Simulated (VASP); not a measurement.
# C in VASP: single point with PBEsol

Aim: the single point of C with PBEsol.

All numbers are computed with VASP 6.6.1; they aren't measurements. Logs are shortened: lines on timing, memory, paths and dates and some standing lists are left out, and cuts for length are marked.

## (1) The cell of the first run

The cell holds a slab with vacuum, 2 atoms: a = 2.456 Å, b = 2.619 Å, c = 8.524 Å, α = 90.00°, β = 90.00°, γ = 117.96°.

## (2) Single point, PBEsol (strain +0.0875 x Voigt [0, 1, 0, 0, 0, 0])

Input file INCAR:

```
SYSTEM = C
PREC = Accurate ; ENCUT = 520
EDIFF = 1E-6 ; ISMEAR = 0
SIGMA = 0.15 ; LREAL = .False.
LASPH = .True. ; NELM = 100
ALGO = Normal ; ISIF = 2
LWAVE = .False. ; LCHARG = .False.
GGA = PS ; NBANDS = 11
```

Input file KPOINTS:

```
regular mesh
0
Gamma
  24 24 6
  0 0 0
```

Input file POSCAR:

```
C
1.0
    2.4561701622      0.0000000000      0.0000000000
   -1.2280850811      2.3132275102      0.0000000000
    0.0000000000      0.0000000000      8.5238033600
C
2
Direct
    0.3333333333      0.6666666667      0.0000000000
    0.6666666667      0.3333333333      0.0000000000
```

Potentials or basis: VASP PAW PBE potentials, release 64 (C).

Started as:

```
$ cat potpaw_PBE.64/C/POTCAR > POTCAR
$ mpirun -np 1 vasp_std > vasp.out
```

OUTCAR:

```text
SYSTEM = C
   PREC = Accurate
   ENCUT = 520
   EDIFF = 1E-6
   ISMEAR = 0
   LREAL = .False.
   LASPH = .True.
   NELM = 100
   ISIF = 2
   GGA = PS

 ion  position               nearest neighbor table
   1  0.333  0.667  0.000-   2 1.45   2 1.45   2 1.54
   2  0.667  0.333  0.000-   1 1.45   1 1.45   1 1.54

  LATTYP: Found a base centered orthorhombic cell.
 ALAT       =     2.4561701622
 B/A-ratio  =     1.8836052533
 C/A-ratio  =     3.4703635323

  Lattice vectors:

 A1 = (   1.2280850811,  -2.3132275102,   0.0000000000)
 A2 = (   1.2280850811,   2.3132275102,   0.0000000000)
 A3 = (   0.0000000000,   0.0000000000,   8.5238033600)

Analysis of symmetry for initial positions (statically):
=====================================================================
 Subroutine PRICEL returns:
 Original cell was already a primitive cell.

 Routine SETGRP: Setting up the symmetry group for a
 base centered orthorhombic supercell.

 Subroutine GETGRP returns: Found  8 space group operations
 (whereof  8 operations were pure point group operations)
 out of a pool of  8 trial point group operations.

The static configuration has the point symmetry D_2h.

Analysis of symmetry for dynamics (positions and initial velocities):
=====================================================================
 Subroutine PRICEL returns:
 Original cell was already a primitive cell.

 Routine SETGRP: Setting up the symmetry group for a
 base centered orthorhombic supercell.

 Subroutine GETGRP returns: Found  8 space group operations
 (whereof  8 operations were pure point group operations)
 out of a pool of  8 trial point group operations.

The dynamic configuration has the point symmetry D_2h.

 Subroutine INISYM returns: Found  8 space group operations
 (whereof  8 operations are pure point group operations),
 and found     1 'primitive' translations

----------------------------------------------------------------------------------------

                                     Primitive cell

  volume of cell :      48.4295

  direct lattice vectors                    reciprocal lattice vectors
     2.456170162  0.000000000  0.000000000     0.407137916  0.216148216  0.000000000
    -1.228085081  2.313227510  0.000000000     0.000000000  0.432296432  0.000000000
     0.000000000  0.000000000  8.523803360     0.000000000  0.000000000  0.117318521

  length of vectors
     2.456170162  2.619010210  8.523803360     0.460956976  0.432296432  0.117318521

  position of ions in fractional coordinates (direct lattice)
     0.333333333  0.666666667  0.000000000
     0.666666667  0.333333333  0.000000000

  ion indices of the primitive-cell ions
   primitive index   ion index
                 1           1
                 2           2

----------------------------------------------------------------------------------------

 KPOINTS: regular mesh

Automatic generation of k-mesh.
 Grid dimensions read from file:
 generate k-points for:   24   24    6

 Generating k-lattice:

  Cartesian coordinates                     Fractional coordinates (reciprocal lattice)
     0.016964080  0.009006176  0.000000000     0.041666667  0.000000000  0.000000000
     0.000000000  0.018012351  0.000000000     0.000000000  0.041666667  0.000000000
     0.000000000  0.000000000  0.019553087     0.000000000  0.000000000  0.166666667

  Length of vectors
     0.019206541  0.018012351  0.019553087

  Shift w.r.t. Gamma in fractional coordinates (k-lattice)
     0.000000000  0.000000000  0.000000000

 Subroutine IBZKPT returns following result:
 ===========================================

 Found    628 irreducible k-points:

 Following reciprocal coordinates:
            Coordinates               Weight
  0.000000  0.000000  0.000000      1.000000
  0.041667  0.000000  0.000000      4.000000
  0.083333  0.000000  0.000000      4.000000
  0.125000 -0.000000  0.000000      4.000000
  0.166667 -0.000000  0.000000      4.000000
  0.208333 -0.000000  0.000000      4.000000
[... 16 lines left out ...]
  0.375000  0.041667  0.000000      4.000000
  0.416667  0.041667  0.000000      4.000000
 [... further k-points ...]
   k-points           NKPTS =    628   k-points in BZ     NKDIM =    628   number of bands    NBANDS=     11
   number of dos      NEDOS =    301   number of ions     NIONS =      2
   total plane-waves  NPLWV =  23040
   dimension x,y,z NGX =    18 NGY =   20 NGZ =   64
   dimension x,y,z NGXF=    36 NGYF=   40 NGZF=  128
   ions per type =               2
   NGX,Y,Z   is equivalent  to a cutoff of  12.18, 12.70, 12.48 a.u.
   NGXF,Y,Z  is equivalent  to a cutoff of  24.37, 25.39, 24.96 a.u.
 SYSTEM =  C
   PREC   = accura    normal or accurate (medium, high low for compatibility)
   ISTART =      0    job   : 0-new  1-cont  2-samecut
   ICHARG =      2    charge: 1-file 2-atom 10-const
   ISPIN  =      1    spin polarized calculation?
   LNONCOLLINEAR =      F non collinear calculations
   LSORBIT =      F    spin-orbit coupling
   LASPH  =      T    aspherical Exc in radial PAW
   ENCUT  =  520.0 eV  38.22 Ry    6.18 a.u.   4.57  4.87 15.85*2*pi/ulx,y,z
   NELM   =    100;   NELMIN=  2; NELMDL= -5     # of ELM steps
   EDIFF  = 0.1E-05   stopping-criterion for ELM
   LREAL  =      F    real-space projection
   EDIFFG = 0.1E-04   stopping-criterion for IOM
   NSW    =      0    number of steps for IOM
   IBRION =     -1    ionic relax: 0-MD 1-quasi-New 2-CG
   NFREE  =      0    steps in history (QN), initial steepest desc. (CG)
   ISIF   =      2    stress and relaxation
   ISYM   =      2    0-nonsym 1-usesym 2-fastsym
   POTIM  = 0.5000    time-step for ionic-motion
   TEBEG  =    0.0;   TEEND  =   0.0 temperature during run
   PSTRESS=    0.0 pullay stress
   NELECT =       8.0000    total number of electrons
   NUPDOWN=      -1.0000    fix difference up-down
   EMIN   =  10.00;   EMAX   =-10.00  energy-range for DOS
   EFERMI =   0.00;   METHOD = LEGACY
   ISMEAR =     0;   SIGMA  =   0.15  broadening in eV -4-tet -1-fermi 0-gaus
   EFERMI_NEDOS =   21; number of points for ismear=-14 and -15
   IALGO  =     38    algorithm
   IMIX   =      4    mixing-type and parameters
     AMIX     =   0.40;   BMIX     =  1.00
     AMIX_MAG =   1.60;   BMIX_MAG =  1.00
  volume/ion in A,a.u.               =      24.21       163.41
  Fermi-wavevector in a.u.,A,eV,Ry     =   0.898259  1.697463 10.978114  0.806869
  Thomas-Fermi vector in A             =   2.020946
   LORBIT       =      0    0 simple, 1 ext, 2 COOP (PROOUT), +10 PAW based schemes
   GGA     = PS    functional components
   LHFCALC =     F    Hartree Fock is set to
   AEXX    =    0.0000 exact exchange contribution
   IVDW    =     0    specifies the selected vdW correction
   LEPSILON=     F    determine dielectric tensor
   LRPA    =     F    only Hartree local field effects (RPA)
 non-spin polarized calculation
 Gauss-broadening in eV      SIGMA  =   0.15
  energy-cutoff  :      520.00
  volume of cell :       48.43
 maximum number of plane-waves:      1336
   NGX =  9   NGY =  9   NGZ = 31

 number of electron       7.9999999 magnetization

 Free energy of the ion-electron system (eV)
  ---------------------------------------------------
  ext. energy  EPLUGINS =         0.00000000
  ---------------------------------------------------
  free energy    TOTEN  =       -18.92193560 eV

  energy without entropy =      -18.92188717  energy(sigma->0) =      -18.92191139

 E-fermi :  -1.1948     XC(G=0):  -4.8892

 val. band max:       -1.4626874057   @ k =   0.3750   0.2917   0.0000
 cond. band min:      -0.9269870849   @ k =   0.3750   0.2917   0.5000
 fundamental gap:      0.5357003208
 Fermi energy:        -1.1948481274

 k-point     1 :       0.0000    0.0000    0.0000
  band No.  band energies     occupation
      1     -19.8450      2.00000
      2      -8.1529      2.00000
      3      -4.4955      2.00000
      4      -4.0154      2.00000
      5       2.2219      0.00000
      6       4.5898      0.00000
      7       4.8210      0.00000
      8       6.1643      0.00000
      9       7.2260      0.00000
     10       8.8370      0.00000
     11       9.7185      0.00000

 k-point     2 :       0.0417    0.0000    0.0000
  band No.  band energies     occupation
      1     -19.8050      2.00000
      2      -8.1059      2.00000
      3      -4.5860      2.00000
      4      -4.1671      2.00000
      5       2.2759      0.00000
      6       4.6422      0.00000
      7       4.9296      0.00000
      8       6.2179      0.00000
      9       7.2261      0.00000
     10       8.7205      0.00000
     11       9.8446      0.00000

 k-point     3 :       0.0833    0.0000    0.0000
  band No.  band energies     occupation
      1     -19.6848      2.00000
      2      -7.9650      2.00000
      3      -4.8577      2.00000
      4      -4.5807      2.00000
      5       2.4381      0.00000
      6       4.7994      0.00000
      7       5.1899      0.00000
      8       6.3796      0.00000
      9       7.2706      0.00000
     10       8.3807      0.00000
     11      10.2160      0.00000

 k-point     4 :       0.1250   -0.0000    0.0000
  band No.  band energies     occupation
      1     -19.4848      2.00000
      2      -7.7312      2.00000
      3      -5.3978      2.00000
      4      -5.0691      2.00000
      5       2.7084      0.00000
      6       5.0607      0.00000
      7       5.4120      0.00000
      8       6.6489      0.00000
      9       7.5119      0.00000
     10       7.8429      0.00000
     11      10.8057      0.00000

 k-point     5 :       0.1667   -0.0000    0.0000
  band No.  band energies     occupation
      1     -19.2056      2.00000
      2      -7.4061      2.00000
      3      -6.2156      2.00000
      4      -5.5080      2.00000
      5       3.0868      0.00000
      6       5.4251      0.00000
      7       5.4253      0.00000
      8       7.0191      0.00000
      9       7.1399      0.00000
     10       8.0958      0.00000
     11      11.5670      0.00000
[... 211 lines left out ...]
 k-point    21 :       0.2917    0.0417    0.0000
  band No.  band energies     occupation
      1     -17.6342      2.00000
      2      -9.6606      2.00000
      3      -7.1171      2.00000
      4      -5.6172      2.00000
      5       3.8589      0.00000
      6       4.9074      0.00000
      7       5.2687      0.00000
      8       7.4635      0.00000
      9       9.1067      0.00000
     10      12.3722      0.00000
     11      13.9675      0.00000

 k-point    22 :       0.3333    0.0417    0.0000
  band No.  band energies     occupation
      1     -17.0213      2.00000
      2     -10.7064      2.00000
      3      -7.3932      2.00000
      4      -4.9497      2.00000
      5       2.8489      0.00000
      6       4.7051      0.00000
      7       6.1054      0.00000
      8       8.2478      0.00000
      9       9.9244      0.00000
     10      13.2445      0.00000
     11      14.2472      0.00000

 k-point    23 :       0.3750    0.0417    0.0000
  band No.  band energies     occupation
      1     -16.3415      2.00000
      2     -11.7272      2.00000
      3      -7.5983      2.00000
      4      -4.2486      2.00000
      5       1.8702      0.00000
      6       4.5287      0.00000
      7       7.0579      0.00000
      8       9.1024      0.00000
      9      10.8325      0.00000
     10      13.0301      0.00000
     11      13.6378      0.00000

 k-point    24 :       0.4167    0.0417    0.0000
  band No.  band energies     occupation
      1     -15.6050      2.00000
      2     -12.7013      2.00000
      3      -7.7286      2.00000
      4      -3.5755      2.00000
      5       1.0011      0.00000
      6       4.3989      0.00000
      7       8.1099      0.00000
      8       9.9953      0.00000
      9      11.8147      0.00000
     10      11.9193      0.00000
     11      13.0935      0.00000

 [... further k-points ...]

------------------------ aborting loop because EDIFF is reached ----------------------------------------

  FORCE on cell =-STRESS in cart. coord.  units (eV):
  Direction    XX          YY          ZZ          XY          YZ          ZX
  --------------------------------------------------------------------------------------
  -------------------------------------------------------------------------------------
  Total       -1.0810848     -8.4861156     -0.0095707      0.0000000      0.0000000      0.0000000
  in kB      -35.7651572   -280.7432368     -0.3166239      0.0000000      0.0000000      0.0000000
  external PRESSURE =    -105.6083393 kB  Pullay stress =       0.0000000 kB

 VOLUME and BASIS-vectors are now :
 -----------------------------------------------------------------------------
  energy-cutoff  :      520.00
  volume of cell :       48.43
      direct lattice vectors                 reciprocal lattice vectors
     2.456170162  0.000000000  0.000000000     0.407137916  0.216148216  0.000000000
    -1.228085081  2.313227510  0.000000000     0.000000000  0.432296432  0.000000000
     0.000000000  0.000000000  8.523803360     0.000000000  0.000000000  0.117318521

 POSITION                                       TOTAL-FORCE (eV/Angst)
 -----------------------------------------------------------------------------------
     -0.00000      1.54215      0.00000         0.000000      0.090654     -0.000000
      1.22809      0.77108      0.00000         0.000000     -0.090654      0.000000
 -----------------------------------------------------------------------------------
    total drift:                                0.000000     -0.000000      0.000000

  FREE ENERGIE OF THE ION-ELECTRON SYSTEM (eV)
  ---------------------------------------------------
  free  energy   TOTEN  =       -18.9219356038 eV

  energy  without entropy=      -18.9218871711  energy(sigma->0) =      -18.92191139
```

Run time: 1.8 min. Hardware: 1 thread of Intel Xeon 6975P-C (Granite Rapids), shared host; peak memory 0.36 GiB.

Results:

- Free energy: -18.9219 eV
- Largest force: 0.091 eV/Å

Forces on the atoms (eV/Å):
```
C    0.000  0.091  0.000
C    0.000 -0.091  0.000
```

Caveat: the cell differs from its parent crystal (strain +0.0875 x Voigt [0, 1, 0, 0, 0, 0]); the PAW data sets were made with another functional, which shifts forces and pressure a little.
